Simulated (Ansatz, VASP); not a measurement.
Two plane-wave programs on Rh

```
CELL_PARAMETERS angstrom
0.00000 1.87734 1.87734
1.87734 0.00000 1.87734
1.87734 1.87734 0.00000
ATOMIC_POSITIONS crystal
Rh 0.00000 0.00000 0.00000
```

Alike in both runs: functional LDA; k mesh 20 × 20 × 20; occupations fermi-dirac, width 0.08 eV; no spin polarisation.

Ansatz relaxed the structure, and its values are those at the end. VASP's run is a single point on that final structure, the one shown.

|  | VASP | Ansatz |
| --- | --- | --- |
| version | VASP 6.6.1 | Ansatz 0.2.0 |
| potentials or method | VASP PAW LDA potentials, release 64 (Rh_pv) | PAW with Ansatz's default frozen-core files, scalar-relativistic |
| plane-wave cutoff (eV) | 520 | 420 |
| valence electrons in the cell | 15 | 17 |

|  | VASP | Ansatz | Ansatz less VASP |
| --- | --- | --- | --- |
| pressure (GPa) | 0.9 | 0.0 | -0.92 |

LDA's correlation is that of Perdew and Zunger in VASP and of Perdew and Wang (1992) in Ansatz. VASP's potentials hold 15 valence electrons a cell and Ansatz's 17, so a difference there can come from the potentials and not from the codes.
